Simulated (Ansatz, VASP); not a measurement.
# Two plane-wave programs on Au

```
CELL_PARAMETERS angstrom
0.00000 2.05160 2.05160
2.05160 0.00000 2.05160
2.05160 2.05160 0.00000
ATOMIC_POSITIONS crystal
Au 0.00000 0.00000 0.00000
```

Alike in both runs: functional PBE; dispersion D3(BJ); k mesh 18 × 18 × 18; occupations gaussian, width 0.1 eV; no spin polarisation.

Ansatz relaxed the structure, and its values are those at the end. VASP's run is a single point on that final structure, the one shown.

|  | VASP | Ansatz |
| --- | --- | --- |
| version | VASP 6.6.1 | Ansatz 0.2.0 |
| potentials or method | VASP PAW PBE potentials, release 64 (Au), cutoff 520 eV | scalar-relativistic, plane waves, PAW |
| valence electrons in the cell | 11 | 19 |

|  | VASP | Ansatz | Ansatz less VASP |
| --- | --- | --- | --- |
| gap on the k mesh at the Fermi level (eV) | none | none | - |
| pressure (GPa) | -0.2 | 0.0 | +0.22 |

A gap of «none» marks a metal or a gap that the smearing closes. VASP's potentials hold 11 valence electrons a cell and Ansatz's 19, so a difference there can come from the potentials and not from the codes.

Neither program's run includes spin-orbit coupling.
